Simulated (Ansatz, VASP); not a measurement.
# Os: VASP beside Ansatz

```
Os
1.0
     2.73410    0.00000    0.00000
    -1.36705    2.36780    0.00000
     0.00000    0.00000    4.66528
Os
2
Cartesian
  0.0000 1.5785 1.1663
  1.3670 0.7893 3.4990
```

Change from the starting cell: strain +0.000 along x and y, +0.080 along z, atoms carried along.

Alike in both runs: task single point; functional PBEsol; k mesh 18 × 18 × 12; occupations gaussian, width 0.15 eV; no spin polarisation.

|  | VASP | Ansatz |
| --- | --- | --- |
| version | VASP 6.6.1 | Ansatz 0.2.0 |
| potentials or method | VASP PAW PBE potentials, release 64 (Os), cutoff 520 eV | scalar-relativistic, plane waves, PAW |
| valence electrons in the cell | 16 | 32 |

|  | VASP | Ansatz | Ansatz less VASP |
| --- | --- | --- | --- |
| gap on the k mesh at the Fermi level (eV) | none | none | - |
| pressure (GPa) | -28.2 | -28.0 | +0.23 |
| traceless stress, the component that is largest in VASP (GPa) | -24.90 | -25.10 | -0.204 |

VASP's potentials were made for PBE, not for PBEsol. A gap of «none» marks a metal or a gap that the smearing closes. VASP's potentials hold 16 valence electrons a cell and Ansatz's 32, so a difference there can come from the potentials and not from the codes.

Spin-orbit coupling is off throughout.
